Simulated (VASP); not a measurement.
WC, 16 atoms in the cell. The typed cell holds 16 atoms: a = 6.004 Å, b = 5.200 Å, c = 5.890 Å, α = 90.00°, β = 90.00°, γ = 90.00°. 

```yaml
Program: VASP 6.6.1
Task: single point
Functional: PBE
Potentials_or_basis: VASP PAW PBE potentials, release 64 (W_sv, C)
Cutoff: 520 eV
k_mesh: 2 × 2 × 2
Occupations: fermi-dirac, width 0.36 eV
Spin: no spin polarisation
Dipole_correction: no
Further_INCAR_settings: LREAL = Auto; ALGO = Normal; EDIFF = 1e-06; NBANDS = 86
```

Potentials or basis: VASP PAW PBE potentials, release 64 (W_sv, C).

Command:

```sh
$ cat potpaw_PBE.64/W_sv/POTCAR potpaw_PBE.64/C/POTCAR > POTCAR
$ mpirun -np 1 vasp_std > vasp.out
```

Hardware: 1 thread of Intel(R) Xeon(R) 6975P-C (Granite Rapids), with other jobs on the host.

Task: Estimate the wall time of this run.

Result: It took 2.4 min on 1 thread of Intel(R) Xeon(R) 6975P-C (Granite Rapids), with other jobs on the host, peak memory 0.32 GiB. Counts: scf iterations 17, k points 8.
